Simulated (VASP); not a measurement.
# BeTe (F-43m) in VASP: notebook

BeTe is run at these levels: PBE; tasks: single point.

Program: VASP 6.6.1. These are calculated values, not measurements. Logs are shortened: lines on timing, memory, paths and dates and some standing lists are left out, and cuts for length are marked.

## (1) The cell of the first run

It takes space group F-43m (No. 216, cubic). Conventional cell: a = 5.702 Å, b = 5.702 Å, c = 5.702 Å, α = 90.00°, β = 90.00°, γ = 90.00°. Be (site symmetry -43m) has 4 Te at 2.47 Å within 3.3 Å. Within 3.3 Å of Te (site symmetry -43m) lie 4 Be at 2.47 Å.

## (2) Single point, PBE (volume scaled by 1.020)

INCAR reads:

```
  ALGO = Normal
  EDIFF = 1E-6
  ENCUT = 520
  GGA = PE
  ISIF = 2
  ISMEAR = 0
  LASPH = T
  LCHARG = F
  LREAL = F
  LWAVE = F
  NBANDS = 11
  NELM = 80
  PREC = Accurate
  SIGMA = 0.05
```

KPOINTS reads:

```
k-points
0
Gamma
  10 10 10
```

POSCAR reads:

```
BeTe
1.0
    0.0000000000      2.8512429058      2.8512429058
    2.8512429058      0.0000000000      2.8512429058
    2.8512429058      2.8512429058      0.0000000000
Be Te
1 1
Direct
    0.0000000000      0.0000000000      0.0000000000
    0.7500000000      0.7500000000      0.7500000000
```

Potentials or basis: VASP PAW PBE potentials, release 64 (Be, Te).

Started as:

```bash
cat potpaw_PBE.64/Be/POTCAR potpaw_PBE.64/Te/POTCAR > POTCAR
mpirun -np 1 vasp_std > vasp.out
```

OUTCAR:

```text
EDIFF = 1E-6
   ENCUT = 520
   GGA = PE
   ISIF = 2
   ISMEAR = 0
   LASPH = T
   LREAL = F
   NELM = 80
   PREC = Accurate

 ion  position               nearest neighbor table
   1  0.000  0.000  0.000-   2 2.47   2 2.47   2 2.47   2 2.47
   2  0.750  0.750  0.750-   1 2.47   1 2.47   1 2.47   1 2.47

  LATTYP: Found a face centered cubic cell.
 ALAT       =     5.7024858116

  Lattice vectors:

 A1 = (   0.0000000000,   2.8512429058,   2.8512429058)
 A2 = (   2.8512429058,   0.0000000000,   2.8512429058)
 A3 = (   2.8512429058,   2.8512429058,   0.0000000000)

Analysis of symmetry for initial positions (statically):
=====================================================================
 Subroutine PRICEL returns:
 Original cell was already a primitive cell.

 Routine SETGRP: Setting up the symmetry group for a
 face centered cubic supercell.

 Subroutine GETGRP returns: Found 24 space group operations
 (whereof 24 operations were pure point group operations)
 out of a pool of 48 trial point group operations.

The static configuration has the point symmetry T_d .

Analysis of symmetry for dynamics (positions and initial velocities):
=====================================================================
 Subroutine PRICEL returns:
 Original cell was already a primitive cell.

 Routine SETGRP: Setting up the symmetry group for a
 face centered cubic supercell.

 Subroutine GETGRP returns: Found 24 space group operations
 (whereof 24 operations were pure point group operations)
 out of a pool of 48 trial point group operations.

The dynamic configuration has the point symmetry T_d .

 Subroutine INISYM returns: Found 24 space group operations
 (whereof 24 operations are pure point group operations),
 and found     1 'primitive' translations

----------------------------------------------------------------------------------------

                                     Primitive cell

  volume of cell :      46.3588

  direct lattice vectors                    reciprocal lattice vectors
     0.000000000  2.851242906  2.851242906    -0.175362120  0.175362120  0.175362120
     2.851242906  0.000000000  2.851242906     0.175362120 -0.175362120  0.175362120
     2.851242906  2.851242906  0.000000000     0.175362120  0.175362120 -0.175362120

  length of vectors
     4.032266387  4.032266387  4.032266387     0.303736101  0.303736101  0.303736101

  position of ions in fractional coordinates (direct lattice)
     0.000000000  0.000000000  0.000000000
     0.750000000  0.750000000  0.750000000

  ion indices of the primitive-cell ions
   primitive index   ion index
                 1           1
                 2           2

----------------------------------------------------------------------------------------

 KPOINTS: k-points

Automatic generation of k-mesh.
 Grid dimensions read from file:
 generate k-points for:   10   10   10

 Generating k-lattice:

  Cartesian coordinates                     Fractional coordinates (reciprocal lattice)
    -0.017536212  0.017536212  0.017536212     0.100000000  0.000000000  0.000000000
     0.017536212 -0.017536212  0.017536212     0.000000000  0.100000000  0.000000000
     0.017536212  0.017536212 -0.017536212     0.000000000  0.000000000  0.100000000

  Length of vectors
     0.030373610  0.030373610  0.030373610

  Shift w.r.t. Gamma in fractional coordinates (k-lattice)
     0.000000000  0.000000000  0.000000000

 Subroutine IBZKPT returns following result:
 ===========================================

 Found     47 irreducible k-points:

 Following reciprocal coordinates:
            Coordinates               Weight
  0.000000  0.000000  0.000000      1.000000
  0.100000  0.000000  0.000000      8.000000
  0.200000  0.000000  0.000000      8.000000
  0.300000  0.000000  0.000000      8.000000
  0.400000  0.000000  0.000000      8.000000
  0.500000  0.000000  0.000000      4.000000
[... 16 lines left out ...]
  0.300000  0.300000  0.000000      6.000000
  0.400000  0.300000  0.000000     24.000000
 [... further k-points ...]
   k-points           NKPTS =     47   k-points in BZ     NKDIM =     47   number of bands    NBANDS=     11
   number of dos      NEDOS =    301   number of ions     NIONS =      2
   total plane-waves  NPLWV =  27000
   dimension x,y,z NGX =    30 NGY =   30 NGZ =   30
   dimension x,y,z NGXF=    60 NGYF=   60 NGZF=   60
   ions per type =               1   1
   NGX,Y,Z   is equivalent  to a cutoff of  12.37, 12.37, 12.37 a.u.
   NGXF,Y,Z  is equivalent  to a cutoff of  24.74, 24.74, 24.74 a.u.
 SYSTEM =  unknown system
   PREC   = accura    normal or accurate (medium, high low for compatibility)
   ISTART =      0    job   : 0-new  1-cont  2-samecut
   ICHARG =      2    charge: 1-file 2-atom 10-const
   ISPIN  =      1    spin polarized calculation?
   LNONCOLLINEAR =      F non collinear calculations
   LSORBIT =      F    spin-orbit coupling
   LASPH  =      T    aspherical Exc in radial PAW
   ENCUT  =  520.0 eV  38.22 Ry    6.18 a.u.   7.50  7.50  7.50*2*pi/ulx,y,z
   NELM   =     80;   NELMIN=  2; NELMDL= -5     # of ELM steps
   EDIFF  = 0.1E-05   stopping-criterion for ELM
   LREAL  =      F    real-space projection
   EDIFFG = 0.1E-04   stopping-criterion for IOM
   NSW    =      0    number of steps for IOM
   IBRION =     -1    ionic relax: 0-MD 1-quasi-New 2-CG
   NFREE  =      0    steps in history (QN), initial steepest desc. (CG)
   ISIF   =      2    stress and relaxation
   ISYM   =      2    0-nonsym 1-usesym 2-fastsym
   POTIM  = 0.5000    time-step for ionic-motion
   TEBEG  =    0.0;   TEEND  =   0.0 temperature during run
   PSTRESS=    0.0 pullay stress
   NELECT =       8.0000    total number of electrons
   NUPDOWN=      -1.0000    fix difference up-down
   EMIN   =  10.00;   EMAX   =-10.00  energy-range for DOS
   EFERMI =   0.00;   METHOD = LEGACY
   ISMEAR =     0;   SIGMA  =   0.05  broadening in eV -4-tet -1-fermi 0-gaus
   EFERMI_NEDOS =   21; number of points for ismear=-14 and -15
   IALGO  =     38    algorithm
   IMIX   =      4    mixing-type and parameters
     AMIX     =   0.40;   BMIX     =  1.00
     AMIX_MAG =   1.60;   BMIX_MAG =  1.00
  volume/ion in A,a.u.               =      23.18       156.42
  Fermi-wavevector in a.u.,A,eV,Ry     =   0.911438  1.722369 11.302629  0.830720
  Thomas-Fermi vector in A             =   2.035718
   LORBIT       =      0    0 simple, 1 ext, 2 COOP (PROOUT), +10 PAW based schemes
   GGA     = PE    functional components
   LHFCALC =     F    Hartree Fock is set to
   AEXX    =    0.0000 exact exchange contribution
   IVDW    =     0    specifies the selected vdW correction
   LEPSILON=     F    determine dielectric tensor
   LRPA    =     F    only Hartree local field effects (RPA)
 non-spin polarized calculation
 Gauss-broadening in eV      SIGMA  =   0.05
  energy-cutoff  :      520.00
  volume of cell :       46.36
 maximum number of plane-waves:      1267
 NGX is ok and might be reduce to    30
   NGX = 15   NGY = 15   NGZ = 15

 number of electron       8.0000000 magnetization

 Free energy of the ion-electron system (eV)
  ---------------------------------------------------
  ext. energy  EPLUGINS =         0.00000000
  ---------------------------------------------------
  free energy    TOTEN  =        -7.62248787 eV

  energy without entropy =       -7.62248787  energy(sigma->0) =       -7.62248787

 E-fermi :   4.9155     XC(G=0):  -8.9078

 val. band max:        4.6860960207   @ k =   0.0000   0.0000   0.0000
 cond. band min:       6.7487483519   @ k =   0.5000   0.5000   0.0000
 fundamental gap:      2.0626523312
 Fermi energy:         4.9154769381

 k-point     1 :       0.0000    0.0000    0.0000
  band No.  band energies     occupation
      1      -7.3710      2.00000
      2       4.6861      2.00000
      3       4.6861      2.00000
      4       4.6861      2.00000
      5       8.2389      0.00000
      6       8.3251      0.00000
      7       8.3251      0.00000
      8       8.3251      0.00000
      9      12.9457      0.00000
     10      14.8529      0.00000
     11      14.8529      0.00000

 k-point     2 :       0.1000    0.0000    0.0000
  band No.  band energies     occupation
      1      -7.2810      2.00000
      2       3.7923      2.00000
      3       4.5386      2.00000
      4       4.5386      2.00000
      5       8.1918      0.00000
      6       8.5449      0.00000
      7       8.5449      0.00000
      8       9.2066      0.00000
      9      13.2380      0.00000
     10      14.1525      0.00000
     11      14.1525      0.00000

 k-point     3 :       0.2000    0.0000    0.0000
  band No.  band energies     occupation
      1      -7.0247      2.00000
      2       2.2434      2.00000
      3       4.2182      2.00000
      4       4.2182      2.00000
      5       8.0100      0.00000
      6       8.9872      0.00000
      7       8.9872      0.00000
      8      10.7819      0.00000
      9      13.6586      0.00000
     10      13.6586      0.00000
     11      13.6666      0.00000

 k-point     4 :       0.3000    0.0000    0.0000
  band No.  band energies     occupation
      1      -6.6531      2.00000
      2       0.8103      2.00000
      3       3.9032      2.00000
      4       3.9032      2.00000
      5       7.8284      0.00000
      6       9.2695      0.00000
      7       9.2695      0.00000
      8      12.1194      0.00000
      9      13.7340      0.00000
     10      13.9512      0.00000
     11      13.9512      0.00000
[... 239 lines left out ...]
 k-point    22 :      -0.2000    0.2000    0.0000
  band No.  band energies     occupation
      1      -6.5255      2.00000
      2       1.0831      2.00000
      3       2.3577      2.00000
      4       3.9595      2.00000
      5       8.6595      0.00000
      6       9.4850      0.00000
      7      10.0044      0.00000
      8      10.8828      0.00000
      9      12.7766      0.00000
     10      14.8630      0.00000
     11      15.6856      0.00000

 k-point    23 :       0.3000    0.3000    0.0000
  band No.  band energies     occupation
      1      -6.4054      2.00000
      2       1.2155      2.00000
      3       2.7797      2.00000
      4       2.7797      2.00000
      5       7.1342      0.00000
      6       8.5304      0.00000
      7      11.8127      0.00000
      8      11.8127      0.00000
      9      13.8723      0.00000
     10      16.0395      0.00000
     11      16.2298      0.00000

 k-point    24 :       0.4000    0.3000    0.0000
  band No.  band energies     occupation
      1      -6.1099      2.00000
      2       0.5698      2.00000
      3       2.3208      2.00000
      4       2.5784      2.00000
      5       7.2400      0.00000
      6       8.3949      0.00000
      7      12.0770      0.00000
      8      12.2874      0.00000
      9      15.0921      0.00000
     10      16.3561      0.00000
     11      16.8005      0.00000

 [... further k-points ...]

------------------------ aborting loop because EDIFF is reached ----------------------------------------

  FORCE on cell =-STRESS in cart. coord.  units (eV):
  Direction    XX          YY          ZZ          XY          YZ          ZX
  --------------------------------------------------------------------------------------
  -------------------------------------------------------------------------------------
  Total       -0.2848011     -0.2848011     -0.2848011     -0.0000000      0.0000000     -0.0000000
  in kB       -9.8428220     -9.8428220     -9.8428220     -0.0000000      0.0000000     -0.0000000
  external PRESSURE =      -9.8428220 kB  Pullay stress =       0.0000000 kB

 VOLUME and BASIS-vectors are now :
 -----------------------------------------------------------------------------
  energy-cutoff  :      520.00
  volume of cell :       46.36
      direct lattice vectors                 reciprocal lattice vectors
     0.000000000  2.851242906  2.851242906    -0.175362120  0.175362120  0.175362120
     2.851242906  0.000000000  2.851242906     0.175362120 -0.175362120  0.175362120
     2.851242906  2.851242906  0.000000000     0.175362120  0.175362120 -0.175362120

 POSITION                                       TOTAL-FORCE (eV/Angst)
 -----------------------------------------------------------------------------------
      0.00000      0.00000      0.00000         0.000000      0.000000      0.000000
      4.27686      4.27686      4.27686        -0.000000     -0.000000     -0.000000
 -----------------------------------------------------------------------------------
    total drift:                               -0.000000     -0.000000     -0.000000

  FREE ENERGIE OF THE ION-ELECTRON SYSTEM (eV)
  ---------------------------------------------------
  free  energy   TOTEN  =        -7.6224878651 eV

  energy  without entropy=       -7.6224878651  energy(sigma->0) =       -7.62248787
```

Run time: 48 s. Hardware: 1 thread of AMD EPYC 7R13, shared host; peak memory 0.15 GiB.

Results:

* Free energy: -7.6225 eV
* Pressure: -1.0 GPa
* Band gap on the k mesh: 2.06 eV, indirect (least direct gap 3.55 eV)

Caveat: spin-orbit coupling is left out, which moves the levels of the heavy elements.

(Part 1 of 2 ends here.)
